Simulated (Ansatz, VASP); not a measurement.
## V4O in VASP and in Ansatz

File INCAR:

```
ALGO = Normal ; DIPOL = 0.5 0.5 0.323
EDIFF = 1E-7 ; ENCUT = 520
GGA = PE ; IDIPOL = 3
ISIF = 2 ; ISMEAR = 0
LASPH = T ; LCHARG = F
LDIPOL = T ; LREAL = F
LWAVE = F ; NBANDS = 37
NELM = 60 ; PREC = Accurate
SIGMA = 0.1
```

KPOINTS

```
k-points
0
Gamma
  9 9 1
```

Contents of POSCAR:

```
V4O
1.0
    2.9971751491      0.0000000000      0.0000000000
    0.0000000000      2.9971751491      0.0000000000
    0.0000000000      0.0000000000     21.3333819395
V O
4 1
Direct
    0.5000000000      0.5000000000      0.1874995728
    0.0000000000      0.0000000000      0.2577457053
    0.5000000000      0.5000000000      0.3267158760
    0.0000000000      0.0000000000      0.3906263884
    0.5000000000      0.5000000000      0.4548449921
```

Input for Ansatz:

```yaml
crystal:
  lattice:
    - [2.9971751491, 0.0, 0.0]
    - [0.0, 2.9971751491, 0.0]
    - [0.0, 0.0, 21.3333819395]
  atoms:
    - { symbol: V, position: [0.5, 0.5, 0.1874995728] }
    - { symbol: V, position: [0.0, 0.0, 0.2577457053] }
    - { symbol: V, position: [0.5, 0.5, 0.326715876] }
    - { symbol: V, position: [0.0, 0.0, 0.3906263884] }
    - { symbol: O, position: [0.5, 0.5, 0.4548449921] }
basis:
  ecutwfc: 420
kpoints:
  mp_grid: { grid: [9, 9, 1] }
hamiltonian:
  xc: pbe
scf:
  occupations: { method: gaussian, width: 0.1 }
output:
  forces: true
  eigenvalues: true
efield:
  axis: 3
  dipole_correction: true
  ramp_width: 0.04
```

Alike in both runs: task single point; functional PBE; k mesh 9 × 9 × 1; occupations gaussian, width 0.1 eV; no spin polarisation.

```csv
,VASP,Ansatz
version,VASP 6.6.1,Ansatz 0.2.0
potentials or method,"VASP PAW PBE potentials, release 64 (V_sv, O), cutoff 520 eV","scalar-relativistic, plane waves, PAW"
valence electrons in the cell,58,58
```

|  | VASP | Ansatz | Ansatz less VASP |
| --- | --- | --- | --- |
| gap on the k mesh at the Fermi level (eV) | none | none | - |
| rms of the force components (eV/Å) | 1.850 | 1.851 | +0.0006 |

Atom by atom the forces differ by 0.008 eV/Å (rms over components). A gap of «none» marks a metal or a gap that the smearing closes.
